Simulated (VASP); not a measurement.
Crystal: LaAl3N2.

```xyz
6
Lattice="0.0000 3.3579 5.9471 2.8407 0.0000 5.9471 2.8407 3.3579 0.0000" Properties=species:S:1:pos:R:3 pbc="T T T"
La    2.8407    3.3579    1.3229
Al    1.4203    1.6789    4.2659
Al    4.2610    5.0368   10.2130
Al    2.8407    3.3579    8.2945
N     2.8407    3.3579    5.5427
N     2.8407    3.3579   10.9809
```

The cell was built from a structure type or drawn by symmetry, and may not be a known phase.

| Quantity | Value |
| --- | --- |
| Program | VASP 6.6.1 |
| Task | relaxation of cell and atoms |
| Functional | PBE |
| Potentials or basis | VASP PAW PBE potentials, release 64 (La, Al, N) |
| Cutoff | 600 eV |
| k mesh | 4 × 4 × 4 |
| Occupations | gaussian, width 0.2 eV |
| Spin | no spin polarisation |

At the start: pressure -12.3 GPa; volume 18.91 Å³/atom.

Problem. Where does the relaxation end?

Solution. Over 34 steps the energy falls by 699.4 meV/atom and the volume is 16.11 Å³/atom (-14.8 %); space group Fmm2 (No. 42, to 0.1 Å) before, I4mm (No. 107, to 0.1 Å).

Step by step:
| step | energy change (eV) | largest force (eV/Å) | pressure (GPa) | volume (Å³) |
| --- | --- | --- | --- | --- |
| 1 | 0.0000 | 2.2970 | -12.28 | 113.45 |
| 2 | -2.5211 | 3.0275 | 0.21 | 90.78 |
| 3 | -2.5654 | 3.0935 | 3.33 | 88.15 |
| 4 | -3.0844 | 1.5351 | 5.56 | 85.96 |
| 5 | -3.0922 | 1.5592 | 4.96 | 86.21 |
| 6 | -3.4867 | 1.4887 | -0.63 | 91.28 |
| 7 | -3.5303 | 1.3883 | -2.47 | 93.49 |
| 8 | -3.8408 | 0.8341 | -0.55 | 93.58 |
| 9 | -3.9927 | 0.7380 | 1.93 | 93.58 |
| 10 | -3.9994 | 0.7642 | 2.74 | 93.56 |
| 11 | -4.0820 | 0.4067 | -1.77 | 98.68 |
| 12 | -4.0845 | 0.4352 | -1.16 | 97.91 |
| 13 | -4.1414 | 0.2352 | -0.11 | 97.63 |
| 14 | -4.1449 | 0.2429 | 0.25 | 97.53 |
| 15 | -4.1518 | 0.1424 | -0.23 | 98.00 |
| 16 | -4.1518 | 0.1419 | -0.23 | 98.00 |
| 17 | -4.1547 | 0.1074 | 0.11 | 97.68 |
| 18 | -4.1547 | 0.1099 | 0.11 | 97.66 |
| 19 | -4.1572 | 0.0977 | -0.06 | 97.74 |
| 20 | -4.1594 | 0.1725 | -0.57 | 97.93 |
| 21 | -4.1604 | 0.1800 | -0.48 | 97.84 |
| 22 | -4.1629 | 0.2011 | -0.34 | 97.58 |
| 23 | -4.1669 | 0.2352 | 0.01 | 97.06 |
| 24 | -4.1683 | 0.2789 | 0.68 | 96.02 |
| 25 | -4.1690 | 0.2671 | 0.42 | 96.45 |
| 26 | -4.1728 | 0.2497 | 0.37 | 96.39 |
| 27 | -4.1811 | 0.1782 | 0.32 | 96.20 |
| 28 | -4.1694 | 0.3867 | 0.18 | 95.81 |
| 29 | -4.1824 | 0.2149 | 0.28 | 96.12 |
| 30 | -4.1889 | 0.1505 | 0.17 | 96.31 |
| 31 | -4.1947 | 0.1365 | -0.03 | 96.72 |
| 32 | -4.1948 | 0.1295 | -0.03 | 96.69 |
| 33 | -4.1964 | 0.0965 | 0.12 | 96.68 |
| 34 | -4.1966 | 0.0790 | 0.21 | 96.67 |

Final structure:
```xyz
6
Lattice="0.0000 2.7037 6.6237 2.6991 0.0000 6.6237 2.6991 2.7037 0.0000" Properties=species:S:1:pos:R:3 pbc="T T T"
La    2.6991    2.7037    1.3899
Al    1.3495    1.3518    5.0661
Al    4.0486    4.0555   11.6898
Al    2.6991    2.7037    9.6427
N     2.6991    2.7037    5.6618
N     2.6991    2.7037   11.7912
```

Caveat: the k points lie up to 0.43 Å⁻¹ apart in the final cell; the relaxation stopped at a loose force limit of 0.08 eV/Å, so its end isn't a converged minimum.
